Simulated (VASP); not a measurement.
**Pb: single point with LDA**

Crystal: Pb.

```xyz
2
Lattice="0.0000 3.4390 3.4390 3.4390 0.0000 3.4390 3.4390 3.4390 0.0000" Properties=species:S:1:pos:R:3 pbc="T T T"
Pb    3.4390    3.4390    3.4390
Pb    5.1585    5.1585    5.1585
```

```
Program             : VASP 6.6.1
Task                : single point
Functional          : LDA
Potentials or basis : VASP PAW LDA potentials, release 64 (Pb_d)
Cutoff              : 520 eV
k mesh              : 6 × 6 × 6
Occupations         : fermi-dirac, width 0.1 eV
Spin                : no spin polarisation
```

The pressure is -0.6 GPa and the band gap on the k mesh is zero (band 14 reaches 4.45 eV, above the bottom of band 15 at 3.30 eV).

Levels at points of the mesh, in eV from the Fermi level:
```tsv
k point	band 10	band 11	band 12	band 13	band 14	band 15	band 16	band 17	band 18	band 19
(0.00, 0.00, 0.00)	-16.53	-11.07	-3.87	0.49	0.49	0.49	2.48	2.48	2.48	4.12
(0.50, 0.00, 0.00)	-16.47	-9.72	-7.03	-0.91	-0.66	-0.66	3.60	3.60	5.46	7.30
(0.50, 0.50, 0.00)	-16.44	-8.41	-8.41	-1.89	-1.89	0.91	0.91	7.23	7.23	8.23
```

Run time: 23 s on 1 thread of Intel Xeon 8259CL, on a shared host, peak memory 0.17 GiB.

Caveat: spin-orbit coupling is left out, which moves the levels of the heavy elements.
